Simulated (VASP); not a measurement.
# Sn in VASP: further runs

Aim: see how the results for Sn move with the level of theory and the settings. Levels: PBE, PBEsol-based global hybrid with 25 % exact exchange, PBE-based screened hybrid with 25 % exact exchange. Tasks: single point.

Everything below comes from runs of VASP 6.6.1. Logs are shortened: lines on timing, memory, paths and dates and some standing lists are left out, and cuts for length are marked.

## Step 1: The cell of the first run

The typed cell holds 1 atom: a = 3.283 Å, b = 3.269 Å, c = 3.261 Å, α = 109.22°, β = 109.48°, γ = 108.92°.

## Step 2: Single point, PBE (the cell strained at random)

Contents of INCAR:

```
SYSTEM = Sn
ALGO = Fast ; EDIFF = 1E-7
ENCUT = 520 ; GGA = PE
ISIF = 2 ; ISMEAR = -1
LASPH = .TRUE. ; LCHARG = .FALSE.
LREAL = .FALSE. ; LWAVE = .FALSE.
NBANDS = 13 ; NELM = 100
PREC = Accurate ; SIGMA = 0.05
```

Contents of KPOINTS:

```
k-points
0
G
  10 10 10
  0 0 0
```

Contents of POSCAR:

```
Sn
1.0
   -1.8779300000      1.8983980000      1.9102480000
    1.8946180000     -1.8698070000      1.8983450000
    1.8874050000      1.8792820000     -1.8816570000
Sn
1
Direct
    0.0096000000      0.0063090000     -0.0032590000
```

Potentials or basis: VASP PAW PBE potentials, release 64 (Sn_d).

Command:

```console
$ cat potpaw_PBE.64/Sn_d/POTCAR > POTCAR
$ mpirun -np 1 vasp_std > vasp.out
```

OUTCAR:

```text
SYSTEM = Sn
   EDIFF = 1E-7
   ENCUT = 520
   GGA = PE
   ISIF = 2
   ISMEAR = -1
   LASPH = .TRUE.
   LREAL = .FALSE.
   NELM = 100
   PREC = Accurate

 ion  position               nearest neighbor table
   1  0.010  0.006  0.997-

  LATTYP: Found a triclinic cell.
 ALAT       =     5.3591090926
 B/A-ratio  =     0.6085112696
 C/A-ratio  =     1.0059775755
 COS(alpha) =     0.0024672236
 COS(beta)  =     0.5094943662
 COS(gamma) =     0.8118356571

  Lattice vectors:

 A1 = (  -3.7914980000,  -3.7871550000,  -0.0452790000)
 A2 = (  -1.8874050000,  -1.8792820000,   1.8816570000)
 A3 = (  -3.7987110000,  -0.0380660000,  -3.8252810000)

Analysis of symmetry for initial positions (statically):
=====================================================================
 Subroutine PRICEL returns:
 Original cell was already a primitive cell.

 Routine SETGRP: Setting up the symmetry group for a
 triclinic supercell.

 Subroutine GETGRP returns: Found  2 space group operations
 (whereof  1 operations were pure point group operations)
 out of a pool of  2 trial point group operations.

The static configuration has the point symmetry C_1 .
 The point group associated with its full space group is S_2 .

Analysis of symmetry for dynamics (positions and initial velocities):
=====================================================================
 Subroutine PRICEL returns:
 Original cell was already a primitive cell.

 Routine SETGRP: Setting up the symmetry group for a
 triclinic supercell.

 Subroutine GETGRP returns: Found  2 space group operations
 (whereof  1 operations were pure point group operations)
 out of a pool of  2 trial point group operations.

The dynamic configuration has the point symmetry C_1 .
 The point group associated with its full space group is S_2 .

 Subroutine INISYM returns: Found  2 space group operations
 (whereof  1 operations are pure point group operations),
 and found     1 'primitive' translations

----------------------------------------------------------------------------------------

                                     Primitive cell

  volume of cell :      27.2050

  direct lattice vectors                    reciprocal lattice vectors
    -1.877930000  1.898398000  1.910248000    -0.001808132  0.262744946  0.260599658
     1.894618000 -1.869807000  1.898345000     0.263261818 -0.002638912  0.261430438
     1.887405000  1.879282000 -1.881657000     0.263761024  0.264074931 -0.003138117

  length of vectors
     3.283227600  3.269475389  3.261078278     0.370068045  0.371025097  0.373249641

  position of ions in fractional coordinates (direct lattice)
     0.009600000  0.006309000  0.996741000

  ion indices of the primitive-cell ions
   primitive index   ion index
                 1           1

----------------------------------------------------------------------------------------

 KPOINTS: k-points

Automatic generation of k-mesh.
 Grid dimensions read from file:
 generate k-points for:   10   10   10

 Generating k-lattice:

  Cartesian coordinates                     Fractional coordinates (reciprocal lattice)
    -0.000180813  0.026274495  0.026059966     0.100000000  0.000000000  0.000000000
     0.026326182 -0.000263891  0.026143044     0.000000000  0.100000000 -0.000000000
     0.026376102  0.026407493 -0.000313812     0.000000000  0.000000000  0.100000000

  Length of vectors
     0.037006804  0.037102510  0.037324964

  Shift w.r.t. Gamma in fractional coordinates (k-lattice)
     0.000000000  0.000000000  0.000000000

 Subroutine IBZKPT returns following result:
 ===========================================

 Found    504 irreducible k-points:

 Following reciprocal coordinates:
            Coordinates               Weight
  0.000000  0.000000  0.000000      1.000000
  0.100000  0.000000  0.000000      2.000000
  0.200000  0.000000  0.000000      2.000000
  0.300000  0.000000  0.000000      2.000000
  0.400000  0.000000  0.000000      2.000000
  0.500000  0.000000  0.000000      1.000000
[... 16 lines left out ...]
 -0.400000  0.200000  0.000000      2.000000
 -0.300000  0.200000 -0.000000      2.000000
 [... further k-points ...]
   k-points           NKPTS =    504   k-points in BZ     NKDIM =    504   number of bands    NBANDS=     13
   number of dos      NEDOS =    301   number of ions     NIONS =      1
   total plane-waves  NPLWV =  13824
   dimension x,y,z NGX =    24 NGY =   24 NGZ =   24
   dimension x,y,z NGXF=    48 NGYF=   48 NGZF=   48
   ions per type =               1
   NGX,Y,Z   is equivalent  to a cutoff of  12.15, 12.20, 12.23 a.u.
   NGXF,Y,Z  is equivalent  to a cutoff of  24.30, 24.41, 24.47 a.u.
 SYSTEM =  Sn
   PREC   = accura    normal or accurate (medium, high low for compatibility)
   ISTART =      0    job   : 0-new  1-cont  2-samecut
   ICHARG =      2    charge: 1-file 2-atom 10-const
   ISPIN  =      1    spin polarized calculation?
   LNONCOLLINEAR =      F non collinear calculations
   LSORBIT =      F    spin-orbit coupling
   LASPH  =      T    aspherical Exc in radial PAW
   ENCUT  =  520.0 eV  38.22 Ry    6.18 a.u.   6.10  6.08  6.06*2*pi/ulx,y,z
   NELM   =    100;   NELMIN=  2; NELMDL= -5     # of ELM steps
   EDIFF  = 0.1E-06   stopping-criterion for ELM
   LREAL  =      F    real-space projection
   EDIFFG = 0.1E-05   stopping-criterion for IOM
   NSW    =      0    number of steps for IOM
   IBRION =     -1    ionic relax: 0-MD 1-quasi-New 2-CG
   NFREE  =      0    steps in history (QN), initial steepest desc. (CG)
   ISIF   =      2    stress and relaxation
   ISYM   =      2    0-nonsym 1-usesym 2-fastsym
   POTIM  = 0.5000    time-step for ionic-motion
   TEBEG  =    0.0;   TEEND  =   0.0 temperature during run
   PSTRESS=    0.0 pullay stress
   NELECT =      14.0000    total number of electrons
   NUPDOWN=      -1.0000    fix difference up-down
   EMIN   =  10.00;   EMAX   =-10.00  energy-range for DOS
   EFERMI =   0.00;   METHOD = LEGACY
   ISMEAR =    -1;   SIGMA  =   0.05  broadening in eV -4-tet -1-fermi 0-gaus
   EFERMI_NEDOS =   21; number of points for ismear=-14 and -15
   IALGO  =     68    algorithm
   IMIX   =      4    mixing-type and parameters
     AMIX     =   0.40;   BMIX     =  1.00
     AMIX_MAG =   1.60;   BMIX_MAG =  1.00
  volume/ion in A,a.u.               =      27.20       183.59
  Fermi-wavevector in a.u.,A,eV,Ry     =   1.311902  2.479136 23.416815  1.721087
  Thomas-Fermi vector in A             =   2.442332
   LORBIT       =      0    0 simple, 1 ext, 2 COOP (PROOUT), +10 PAW based schemes
   GGA     = PE    functional components
   LHFCALC =     F    Hartree Fock is set to
   AEXX    =    0.0000 exact exchange contribution
   IVDW    =     0    specifies the selected vdW correction
   LEPSILON=     F    determine dielectric tensor
   LRPA    =     F    only Hartree local field effects (RPA)
 non-spin polarized calculation
 RMM-DIIS sequential band-by-band and
  energy-cutoff  :      520.00
  volume of cell :       27.20
 maximum number of plane-waves:       745
   NGX = 13   NGY = 13   NGZ = 13

 number of electron      13.9999999 magnetization

 Free energy of the ion-electron system (eV)
  ---------------------------------------------------
  ext. energy  EPLUGINS =         0.00000000
  ---------------------------------------------------
  free energy    TOTEN  =        -3.76286550 eV

  energy without entropy =       -3.75579495  energy(sigma->0) =       -3.75933022

 E-fermi :   8.0425     XC(G=0): -10.3645

 val. band max:        8.0361328464   @ k =   0.2000   0.2000   0.2000
 cond. band min:       8.0504139572   @ k =   0.2000  -0.4000   0.2000
 fundamental gap:      0.0142811107
 Fermi energy:         8.0424825724

 k-point     1 :       0.0000    0.0000    0.0000
  band No.  band energies     occupation
      1     -13.4991      2.00000
      2     -13.4936      2.00000
      3     -13.4811      2.00000
      4     -13.3552      2.00000
      5     -13.3510      2.00000
      6      -3.0022      2.00000
      7      15.8465      0.00000
      8      16.0778      0.00000
      9      16.1710      0.00000
     10      20.0819      0.00000
     11      20.2057      0.00000
     12      20.3260      0.00000
     13      20.6961      0.00000

 k-point     2 :       0.1000    0.0000    0.0000
  band No.  band energies     occupation
      1     -13.5030      2.00000
      2     -13.4865      2.00000
      3     -13.4632      2.00000
      4     -13.3586      2.00000
      5     -13.3521      2.00000
      6      -2.7883      2.00000
      7      14.0992      0.00000
      8      15.2876      0.00000
      9      15.8561      0.00000
     10      18.6314      0.00000
     11      18.9820      0.00000
     12      20.0067      0.00000
     13      21.8892      0.00000

 k-point     3 :       0.2000    0.0000    0.0000
  band No.  band energies     occupation
      1     -13.5136      2.00000
      2     -13.4739      2.00000
      3     -13.4125      2.00000
      4     -13.3667      2.00000
      5     -13.3535      2.00000
      6      -2.1459      2.00000
      7      10.9707      0.00000
      8      13.9613      0.00000
      9      15.1059      0.00000
     10      17.5222      0.00000
     11      17.8502      0.00000
     12      20.2255      0.00000
     13      22.2990      0.00000
[... 305 lines left out ...]
 k-point    23 :      -0.4000    0.2000    0.0000
  band No.  band energies     occupation
      1     -13.5114      2.00000
      2     -13.4575      2.00000
      3     -13.3743      2.00000
      4     -13.3650      2.00000
      5     -13.3311      2.00000
      6      -0.4031      2.00000
      7       7.8842      1.91904
      8       9.6695      0.00000
      9      13.2158      0.00000
     10      18.1820      0.00000
     11      18.7226      0.00000
     12      21.5294      0.00000
     13      23.0283      0.00000

 k-point    24 :      -0.3000    0.2000   -0.0000
  band No.  band energies     occupation
      1     -13.5098      2.00000
      2     -13.4671      2.00000
      3     -13.3770      2.00000
      4     -13.3716      2.00000
      5     -13.3561      2.00000
      6      -1.4687      2.00000
      7       9.6606      0.00000
      8      11.8847      0.00000
      9      14.0477      0.00000
     10      17.6842      0.00000
     11      18.4579      0.00000
     12      19.8818      0.00000
     13      23.4534      0.00000

 [... further k-points ...]

------------------------ aborting loop because EDIFF is reached ----------------------------------------

  FORCE on cell =-STRESS in cart. coord.  units (eV):
  Direction    XX          YY          ZZ          XY          YZ          ZX
  --------------------------------------------------------------------------------------
  -------------------------------------------------------------------------------------
  Total        0.0745917      0.0656349      0.1556060      0.0273277      0.0250150      0.0278074
  in kB        4.3929184      3.8654255      9.1640773      1.6094058      1.4732034      1.6376568
  external PRESSURE =       5.8074737 kB  Pullay stress =       0.0000000 kB

 VOLUME and BASIS-vectors are now :
 -----------------------------------------------------------------------------
  energy-cutoff  :      520.00
  volume of cell :       27.20
      direct lattice vectors                 reciprocal lattice vectors
    -1.877930000  1.898398000  1.910248000    -0.001808132  0.262744946  0.260599658
     1.894618000 -1.869807000  1.898345000     0.263261818 -0.002638912  0.261430438
     1.887405000  1.879282000 -1.881657000     0.263761024  0.264074931 -0.003138117

 POSITION                                       TOTAL-FORCE (eV/Angst)
 -----------------------------------------------------------------------------------
      1.87518      1.87959     -1.84521         0.000000      0.000000      0.000000
 -----------------------------------------------------------------------------------
    total drift:                                0.000014      0.000002     -0.000005

  FREE ENERGIE OF THE ION-ELECTRON SYSTEM (eV)
  ---------------------------------------------------
  free  energy   TOTEN  =        -3.7628655004 eV

  energy  without entropy=       -3.7557949492  energy(sigma->0) =       -3.75933022
```

Run time: 2.2 min. Hardware: 1 thread of Intel Xeon 8259CL, shared host; peak memory 0.27 GiB.

Results:

- Free energy: -3.7629 eV
- Pressure: 0.6 GPa
- Band gap on the k mesh: zero (bands 7 and 8 overlap by 10.05 eV)

Caveat: the cell differs from its parent crystal (the cell strained at random); spin-orbit coupling is left out, which moves the levels of the heavy elements.

(Part 1 of 2 ends here.)
